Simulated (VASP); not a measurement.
# BeS (I-4m2) in VASP: a series of runs, part 2 of 2

VASP 6.6.1. Earlier steps stand in the parts before.

## 3. Single point, PBE (uniaxial x strain -0.7%)

Contents of INCAR:

```
SYSTEM = BeS
PREC = Accurate
ENCUT = 520
EDIFF = 1E-6
ISMEAR = -1
SIGMA = 0.02
LREAL = .False.
LASPH = .True.
NELM = 100
ALGO = Normal
ISIF = 2
LWAVE = .False.
LCHARG = .False.
GGA = PE
NBANDS = 11
```

Contents of KPOINTS:

```
Automatic mesh
0
Gamma
  10 10 10
  0 0 0
```

Contents of POSCAR:

```
BeS
1.0
    0.0000000000      2.4343062304      2.4343062304
    2.4184832399      0.0000000000      2.4343062304
    2.4184832399      2.4343062304      0.0000000000
Be S
1 1
Direct
    0.0000000000      0.0000000000      0.0000000000
    0.2500000000      0.2500000000      0.2500000000
```

Potentials or basis: VASP PAW PBE potentials, release 64 (Be, S).

Launch:

```console
cat potpaw_PBE.64/Be/POTCAR potpaw_PBE.64/S/POTCAR > POTCAR
mpirun -np 1 vasp_std > vasp.out
```

OUTCAR:

```text
SYSTEM = BeS
   PREC = Accurate
   ENCUT = 520
   EDIFF = 1E-6
   ISMEAR = -1
   LREAL = .False.
   LASPH = .True.
   NELM = 100
   ISIF = 2
   GGA = PE

 ion  position               nearest neighbor table
   1  0.000  0.000  0.000-   2 2.10   2 2.10   2 2.10   2 2.10
   2  0.250  0.250  0.250-   1 2.10   1 2.10   1 2.10   1 2.10

  LATTYP: Found a body centered tetragonal cell.
 ALAT       =     3.4426288860
 C/A-ratio  =     1.4050211742

  Lattice vectors:

 A1 = (  -2.4184832399,   0.0000000000,  -2.4343062304)
 A2 = (  -2.4184832399,   0.0000000000,   2.4343062304)
 A3 = (   2.4184832399,   2.4343062304,   0.0000000000)

Analysis of symmetry for initial positions (statically):
=====================================================================
 Subroutine PRICEL returns:
 Original cell was already a primitive cell.

 Routine SETGRP: Setting up the symmetry group for a
 body centered tetragonal supercell.

 Subroutine GETGRP returns: Found  8 space group operations
 (whereof  8 operations were pure point group operations)
 out of a pool of 16 trial point group operations.

The static configuration has the point symmetry D_2d.

Analysis of symmetry for dynamics (positions and initial velocities):
=====================================================================
 Subroutine PRICEL returns:
 Original cell was already a primitive cell.

 Routine SETGRP: Setting up the symmetry group for a
 body centered tetragonal supercell.

 Subroutine GETGRP returns: Found  8 space group operations
 (whereof  8 operations were pure point group operations)
 out of a pool of 16 trial point group operations.

The dynamic configuration has the point symmetry D_2d.

 Subroutine INISYM returns: Found  8 space group operations
 (whereof  8 operations are pure point group operations),
 and found     1 'primitive' translations

[... 120 lines left out ...]
   LHFCALC =     F    Hartree Fock is set to
   AEXX    =    0.0000 exact exchange contribution
   IVDW    =     0    specifies the selected vdW correction
   LEPSILON=     F    determine dielectric tensor
   LRPA    =     F    only Hartree local field effects (RPA)
 non-spin polarized calculation
  energy-cutoff  :      520.00
  volume of cell :       28.66
 maximum number of plane-waves:       785
 NGX is ok and might be reduce to    28
   NGX = 13   NGY = 13   NGZ = 13

 number of electron       7.9999999 magnetization

 Free energy of the ion-electron system (eV)
  ---------------------------------------------------
  ext. energy  EPLUGINS =         0.00000000
  ---------------------------------------------------
  free energy    TOTEN  =       -10.01212173 eV

  energy without entropy =      -10.01212173  energy(sigma->0) =      -10.01212173

 E-fermi :   4.5720     XC(G=0):  -9.7103

 val. band max:        4.1462605115   @ k =   0.0000   0.0000   0.0000
 cond. band min:       7.2120706613   @ k =   0.0000   0.5000   0.5000
 fundamental gap:      3.0658101498
 Fermi energy:         4.5720445992

 k-point     1 :       0.0000    0.0000    0.0000
  band No.  band energies     occupation
      1      -9.5359      2.00000
      2       4.1121      2.00000
      3       4.1121      2.00000
      4       4.1463      2.00000
      5       9.7898      0.00000
      6       9.7987      0.00000
      7       9.7987      0.00000
      8       9.9671      0.00000
      9      16.8564      0.00000
     10      16.9978      0.00000
     11      18.9576      0.00000
[... 309 lines left out ...]
 k-point    24 :       0.4000    0.3000    0.0000
  band No.  band energies     occupation
      1      -7.9602      2.00000
      2      -0.0287      2.00000
      3       1.6985      2.00000
      4       1.9651      2.00000
      5       8.2088      0.00000
      6       9.9963      0.00000
      7      14.2197      0.00000
      8      14.4012      0.00000
      9      17.8124      0.00000
     10      19.4755      0.00000
     11      20.8915      0.00000

 [... further k-points ...]

------------------------ aborting loop because EDIFF is reached ----------------------------------------

  FORCE on cell =-STRESS in cart. coord.  units (eV):
  Direction    XX          YY          ZZ          XY          YZ          ZX
  --------------------------------------------------------------------------------------
  -------------------------------------------------------------------------------------
  Total        0.2657735      0.1539947      0.1539947      0.0000000      0.0000000     -0.0000000
  in kB       14.8558936      8.6078117      8.6078117      0.0000000      0.0000000     -0.0000000
  external PRESSURE =      10.6905057 kB  Pullay stress =       0.0000000 kB

 VOLUME and BASIS-vectors are now :
 -----------------------------------------------------------------------------
  energy-cutoff  :      520.00
  volume of cell :       28.66
      direct lattice vectors                 reciprocal lattice vectors
     0.000000000  2.434306230  2.434306230    -0.206741147  0.205397330  0.205397330
     2.418483240  0.000000000  2.434306230     0.206741147 -0.205397330  0.205397330
     2.418483240  2.434306230  0.000000000     0.206741147  0.205397330 -0.205397330

 POSITION                                       TOTAL-FORCE (eV/Angst)
 -----------------------------------------------------------------------------------
      0.00000      0.00000      0.00000         0.000000      0.000000      0.000000
      1.20924      1.21715      1.21715        -0.000000     -0.000000     -0.000000
 -----------------------------------------------------------------------------------
    total drift:                               -0.000000      0.000000      0.000000

  FREE ENERGIE OF THE ION-ELECTRON SYSTEM (eV)
  ---------------------------------------------------
  free  energy   TOTEN  =       -10.0121217252 eV

  energy  without entropy=      -10.0121217252  energy(sigma->0) =      -10.01212173
```

OSZICAR:

```text
N       E                     dE             d eps       ncg     rms          rms(c)
DAV:   1     0.207753363828E+02    0.20775E+02   -0.39345E+03  2244   0.627E+02
DAV:   2    -0.898585564747E+01   -0.29761E+02   -0.28649E+02  2993   0.117E+02
DAV:   3    -0.101777998221E+02   -0.11919E+01   -0.11900E+01  2947   0.233E+01
DAV:   4    -0.101843624476E+02   -0.65626E-02   -0.65616E-02  2755   0.198E+00
DAV:   5    -0.101844185088E+02   -0.56061E-04   -0.56061E-04  2902   0.181E-01    0.563E+00
DAV:   6    -0.100507921352E+02    0.13363E+00   -0.11722E-01  2583   0.163E+00    0.383E+00
DAV:   7    -0.100107690623E+02    0.40023E-01   -0.11664E-01  2765   0.179E+00    0.100E+00
DAV:   8    -0.100119837793E+02   -0.12147E-02   -0.65405E-03  2930   0.415E-01    0.143E-01
DAV:   9    -0.100120736833E+02   -0.89904E-04   -0.49810E-04  2762   0.141E-01    0.280E-02
DAV:  10    -0.100121161505E+02   -0.42467E-04   -0.72514E-05  2728   0.481E-02    0.102E-02
DAV:  11    -0.100121214618E+02   -0.53114E-05   -0.16370E-05  2783   0.212E-02    0.863E-03
DAV:  12    -0.100121217252E+02   -0.26340E-06   -0.39136E-07  1974   0.447E-03
   1 F= -.10012122E+02 E0= -.10012122E+02  d E =-.713107E-12
```

stdout:

```text
POSCAR found type information on POSCAR BeS
 POSCAR found :  2 types and       2 ions
 scaLAPACK will be used
 LDA part: xc-table for (Slater+PW92), standard interpolation
 POSCAR, INCAR and KPOINTS ok, starting setup
 FFT: planning ... GRIDC
 FFT: planning ... GRID_SOFT
 FFT: planning ... GRID
 WAVECAR not read
 entering main loop
```

Wall time 27 s (1 thread of AMD EPYC 7R13, shared host); peak memory 0.17 GiB.

Results:

- Free energy: -10.0121 eV
- Pressure: 1.1 GPa
- Band gap on the k mesh: 3.07 eV, indirect (least direct gap 5.64 eV)

Caveat: the cell differs from its parent crystal (uniaxial x strain -0.7%). A k mesh can miss the band edges.

## 4. Single point, r2SCAN (biaxial xy strain -0.9%)

Contents of POSCAR:

```
BeS
1.0
    0.0000000000      2.4131277662      2.4343062304
    2.4131277662      0.0000000000      2.4343062304
    2.4131277662      2.4131277662      0.0000000000
Be S
1 1
Direct
    0.0000000000      0.0000000000      0.0000000000
    0.2500000000      0.2500000000      0.2500000000
```

Contents of INCAR.step1:

```
SYSTEM = BeS
ALGO     = Normal         ! electronic algorithm
EDIFF    = 1E-4           ! SCF threshold, eV
ENCUT    = 520            ! plane-wave cutoff, eV
GGA      = PE             ! functional
ISMEAR   = 0              ! smearing method
LASPH    = .TRUE.         ! aspherical terms in the spheres
LCHARG   = .FALSE.        ! write CHGCAR
LREAL    = .FALSE.        ! projectors in reciprocal space
LWAVE    = .TRUE.         ! write WAVECAR
NBANDS   = 11             ! bands
NELM     = 80             ! most SCF steps
PREC     = Accurate       ! precision mode
SIGMA    = 0.01           ! smearing width, eV
```

Contents of INCAR.step2:

```
SYSTEM = BeS
ALGO     = Normal         ! electronic algorithm
EDIFF    = 1E-6           ! SCF threshold, eV
ENCUT    = 520            ! plane-wave cutoff, eV
ISIF     = 2              ! what is computed and relaxed
ISMEAR   = 0              ! smearing method
ISTART   = 1            
LASPH    = .TRUE.         ! aspherical terms in the spheres
LCHARG   = .FALSE.        ! write CHGCAR
LMIXTAU  = .TRUE.       
LREAL    = .FALSE.        ! projectors in reciprocal space
LWAVE    = .FALSE.        ! write WAVECAR
METAGGA  = R2SCAN         ! meta-GGA
NBANDS   = 11             ! bands
NELM     = 80             ! most SCF steps
PREC     = Accurate       ! precision mode
SIGMA    = 0.01           ! smearing width, eV
```

Contents of KPOINTS:

```
k-points
0
G
  10 10 10
  0 0 0
```

Potentials or basis: VASP PAW PBE potentials, release 64 (Be, S).

Launch:

```console
cat potpaw_PBE.64/Be/POTCAR potpaw_PBE.64/S/POTCAR > POTCAR
cp INCAR.step1 INCAR
mpirun -np 1 vasp_std > vasp.out
cp INCAR.step2 INCAR
mpirun -np 1 vasp_std > vasp.out
```

OUTCAR:

```text
SYSTEM = BeS
   EDIFF = 1E-6
   ENCUT = 520
   ISIF = 2
   ISMEAR = 0
   ISTART = 1
   LASPH = .TRUE.
   LREAL = .FALSE.
   METAGGA = R2SCAN
   NELM = 80
   PREC = Accurate

 ion  position               nearest neighbor table
   1  0.000  0.000  0.000-   2 2.10   2 2.10   2 2.10   2 2.10
   2  0.250  0.250  0.250-   1 2.10   1 2.10   1 2.10   1 2.10

  LATTYP: Found a body centered tetragonal cell.
 ALAT       =     3.4126780147
 C/A-ratio  =     1.4266252016

  Lattice vectors:

 A1 = (  -2.4131277662,   0.0000000000,   2.4343062304)
 A2 = (   2.4131277662,   0.0000000000,   2.4343062304)
 A3 = (   0.0000000000,   2.4131277662,  -2.4343062304)

Analysis of symmetry for initial positions (statically):
=====================================================================
 Subroutine PRICEL returns:
 Original cell was already a primitive cell.

 Routine SETGRP: Setting up the symmetry group for a
 body centered tetragonal supercell.

 Subroutine GETGRP returns: Found  8 space group operations
 (whereof  8 operations were pure point group operations)
 out of a pool of 16 trial point group operations.

The static configuration has the point symmetry D_2d.

Analysis of symmetry for dynamics (positions and initial velocities):
=====================================================================
 Subroutine PRICEL returns:
 Original cell was already a primitive cell.

 Routine SETGRP: Setting up the symmetry group for a
 body centered tetragonal supercell.

 Subroutine GETGRP returns: Found  8 space group operations
 (whereof  8 operations were pure point group operations)
 out of a pool of 16 trial point group operations.

The dynamic configuration has the point symmetry D_2d.

 Subroutine INISYM returns: Found  8 space group operations
 (whereof  8 operations are pure point group operations),
 and found     1 'primitive' translations

----------------------------------------------------------------------------------------

                                     Primitive cell

  volume of cell :      28.3508
[... 118 lines left out ...]
   LEPSILON=     F    determine dielectric tensor
   LRPA    =     F    only Hartree local field effects (RPA)
 non-spin polarized calculation
 Gauss-broadening in eV      SIGMA  =   0.01
  energy-cutoff  :      520.00
  volume of cell :       28.35
 maximum number of plane-waves:       776
 NGX is ok and might be reduce to    28
   NGX = 13   NGY = 13   NGZ = 13

 number of electron       8.0000000 magnetization

 Free energy of the ion-electron system (eV)
  ---------------------------------------------------
  ext. energy  EPLUGINS =         0.00000000
  ---------------------------------------------------
  free energy    TOTEN  =       -14.78252528 eV

  energy without entropy =      -14.78252528  energy(sigma->0) =      -14.78252528

 E-fermi :   4.1319     XC(G=0): -10.2095

 val. band max:        4.0468293194   @ k =   0.0000   0.0000   0.0000
 cond. band min:       7.5661077611   @ k =   0.5000   0.0000   0.5000
 fundamental gap:      3.5192784418
 Fermi energy:         4.1318721081

 k-point     1 :       0.0000    0.0000    0.0000
  band No.  band energies     occupation
      1     -10.3086      2.00000
      2       3.9971      2.00000
      3       4.0468      2.00000
      4       4.0468      2.00000
      5      10.2814      0.00000
      6      10.2814      0.00000
      7      10.2905      0.00000
      8      10.7725      0.00000
      9      17.3629      0.00000
     10      17.5656      0.00000
     11      19.9889      0.00000
[... 309 lines left out ...]
 k-point    24 :       0.4000    0.3000    0.0000
  band No.  band energies     occupation
      1      -8.6464      2.00000
      2      -0.3054      2.00000
      3       1.5238      2.00000
      4       1.8114      2.00000
      5       8.6334      0.00000
      6      10.4287      0.00000
      7      15.0449      0.00000
      8      15.1689      0.00000
      9      18.8913      0.00000
     10      20.2006      0.00000
     11      22.0329      0.00000

 [... further k-points ...]

------------------------ aborting loop because EDIFF is reached ----------------------------------------

  FORCE on cell =-STRESS in cart. coord.  units (eV):
  Direction    XX          YY          ZZ          XY          YZ          ZX
  --------------------------------------------------------------------------------------
  -------------------------------------------------------------------------------------
  Total        0.4140495      0.4140495      0.2560683      0.0000000      0.0000000      0.0000000
  in kB       23.3989838     23.3989838     14.4710675      0.0000000      0.0000000      0.0000000
  external PRESSURE =      20.4230117 kB  Pullay stress =       0.0000000 kB

 VOLUME and BASIS-vectors are now :
 -----------------------------------------------------------------------------
  energy-cutoff  :      520.00
  volume of cell :       28.35
      direct lattice vectors                 reciprocal lattice vectors
     0.000000000  2.413127766  2.434306230    -0.207199970  0.207199970  0.205397330
     2.413127766  0.000000000  2.434306230     0.207199970 -0.207199970  0.205397330
     2.413127766  2.413127766  0.000000000     0.207199970  0.207199970 -0.205397330

 POSITION                                       TOTAL-FORCE (eV/Angst)
 -----------------------------------------------------------------------------------
      0.00000      0.00000      0.00000         0.000000      0.000000      0.000000
      1.20656      1.20656      1.21715        -0.000000     -0.000000     -0.000000
 -----------------------------------------------------------------------------------
    total drift:                                0.000000      0.000000      0.000000

  FREE ENERGIE OF THE ION-ELECTRON SYSTEM (eV)
  ---------------------------------------------------
  free  energy   TOTEN  =       -14.7825252832 eV

  energy  without entropy=      -14.7825252832  energy(sigma->0) =      -14.78252528
```

OUTCAR.step1:

```text
SYSTEM = BeS
   EDIFF = 1E-4
   ENCUT = 520
   GGA = PE
   ISMEAR = 0
   LASPH = .TRUE.
   LREAL = .FALSE.
[... 558 lines left out ...]
      0.00000      0.00000      0.00000         0.000000      0.000000     -0.000000
      1.20656      1.20656      1.21715        -0.000000     -0.000000      0.000000
 -----------------------------------------------------------------------------------
    total drift:                               -0.000000     -0.000000     -0.000000

  FREE ENERGIE OF THE ION-ELECTRON SYSTEM (eV)
  ---------------------------------------------------
  free  energy   TOTEN  =       -10.0086769967 eV

  energy  without entropy=      -10.0086769967  energy(sigma->0) =      -10.00867700
```

OSZICAR.step1:

```text
N       E                     dE             d eps       ncg     rms          rms(c)
DAV:   1     0.205439032330E+02    0.20544E+02   -0.38691E+03  2244   0.624E+02
DAV:   2    -0.891773177658E+01   -0.29462E+02   -0.27857E+02  3014   0.116E+02
DAV:   3    -0.101795243775E+02   -0.12618E+01   -0.12590E+01  2884   0.237E+01
DAV:   4    -0.101867940120E+02   -0.72696E-02   -0.72681E-02  2795   0.209E+00
DAV:   5    -0.101868538495E+02   -0.59838E-04   -0.59837E-04  2930   0.188E-01    0.572E+00
DAV:   6    -0.100494003854E+02    0.13745E+00   -0.11585E-01  2588   0.164E+00    0.389E+00
DAV:   7    -0.100074054968E+02    0.41995E-01   -0.12096E-01  2768   0.183E+00    0.989E-01
DAV:   8    -0.100085856633E+02   -0.11802E-02   -0.65474E-03  2883   0.419E-01    0.148E-01
DAV:   9    -0.100086769967E+02   -0.91333E-04   -0.50012E-04  2753   0.142E-01
   1 F= -.10008677E+02 E0= -.10008677E+02  d E =-.499535E-57
```

Wall time 2 min (1 thread of AMD EPYC 7R13, shared host); peak memory 0.17 GiB.

What came out:

* Free energy: -14.7825 eV
* Pressure: 2.0 GPa
* Band gap on the k mesh: 3.52 eV, indirect (least direct gap 6.23 eV)

Caveat: the cell differs from its parent crystal (biaxial xy strain -0.9%); the PAW data sets were made with another functional, which shifts forces and pressure a little. A k mesh can miss the band edges.

## 5. Single point, r2SCAN (uniaxial x strain -0.7%)

Contents of POSCAR:

```
BeS
1.0
    0.0000000000      2.4343062304      2.4343062304
    2.4184832399      0.0000000000      2.4343062304
    2.4184832399      2.4343062304      0.0000000000
Be S
1 1
Direct
    0.0000000000      0.0000000000      0.0000000000
    0.2500000000      0.2500000000      0.2500000000
```

Contents of INCAR.step1:

```
ALGO = Normal ; EDIFF = 1E-4
ENCUT = 520 ; GGA = PE
ISMEAR = 0 ; LASPH = T
LCHARG = F ; LREAL = F
LWAVE = T ; NBANDS = 11
NELM = 100 ; PREC = Accurate
SIGMA = 0.01
```

Contents of INCAR.step2:

```
ALGO = Normal ; EDIFF = 1E-6
ENCUT = 520 ; ISIF = 2
ISMEAR = 0 ; ISTART = 1
LASPH = T ; LCHARG = F
LMIXTAU = T ; LREAL = F
LWAVE = F ; METAGGA = R2SCAN
NBANDS = 11 ; NELM = 100
PREC = Accurate ; SIGMA = 0.01
```

Contents of KPOINTS:

```
k-points
0
Gamma
  10 10 10
```

Launch:

```console
cat potpaw_PBE.64/Be/POTCAR potpaw_PBE.64/S/POTCAR > POTCAR
cp INCAR.step1 INCAR
mpirun -np 1 vasp_std > vasp.out
cp INCAR.step2 INCAR
mpirun -np 1 vasp_std > vasp.out
```

Run time: 1.9 min. Hardware: 1 thread of AMD EPYC 7R13, shared host; peak memory 0.18 GiB.

The run converged. Its results:

- Free energy: -14.7857 eV
- Pressure: 0.9 GPa
- Band gap on the k mesh: 3.53 eV, indirect (least direct gap 6.23 eV)

Stress tensor (GPa, compression positive):
```
1.35 0.00 0.00
0.00 0.70 0.00
0.00 0.00 0.70
```

Levels at points of the mesh, in eV from the valence-band top:
```
           k point  band 1  band 2  band 3  band 4  band 5  band 6  band 7  band 8  band 9
(0.00, 0.00, 0.00)  -14.29   -0.04   -0.04    0.00    6.23    6.24    6.24    6.62   13.32
(0.50, 0.00, 0.00)  -12.62   -5.95   -1.11   -1.04    6.06    7.09    7.15   12.01   15.64
(0.50, 0.50, 0.00)  -12.07   -5.20   -2.71   -2.70    3.58    5.39   13.77   13.82   16.65
(0.00, 0.50, 0.50)  -12.03   -5.16   -2.76   -2.76    3.53    5.32   13.80   13.80   16.74
```

Caveat: the cell differs from its parent crystal (uniaxial x strain -0.7%); the PAW data sets were made with another functional, which shifts forces and pressure a little. A k mesh can miss the band edges.

## 6. Summary

| level | cell | smearing | gap on the mesh (eV) | pressure (GPa) |
| --- | --- | --- | --- | --- |
| PBE | a = 3.428, b = 3.428, c = 3.413 Å, angles 60.1, 60.1, 59.7°, 2 atoms | fermi-dirac 0.02 eV | 3.06 | 2.2 |
| PBE | a = 3.443, b = 3.431, c = 3.431 Å, angles 60.2, 59.9, 59.9°, 2 atoms | fermi-dirac 0.02 eV | 3.07 | 1.1 |
| r2SCAN | a = 3.428, b = 3.428, c = 3.413 Å, angles 60.1, 60.1, 59.7°, 2 atoms | gaussian 0.01 eV | 3.52 | 2.0 |
| r2SCAN | a = 3.443, b = 3.431, c = 3.431 Å, angles 60.2, 59.9, 59.9°, 2 atoms | gaussian 0.01 eV | 3.53 | 0.9 |

Alike in all rows: task single point; potentials or basis VASP PAW PBE potentials, release 64 (Be, S); no spin polarisation; k mesh 10 × 10 × 10; cutoff (eV) 520.

Caveats: the PAW data sets were made with another functional, which shifts forces and pressure a little (some runs).

Absolute energies hang on the potentials; compare differences alone.
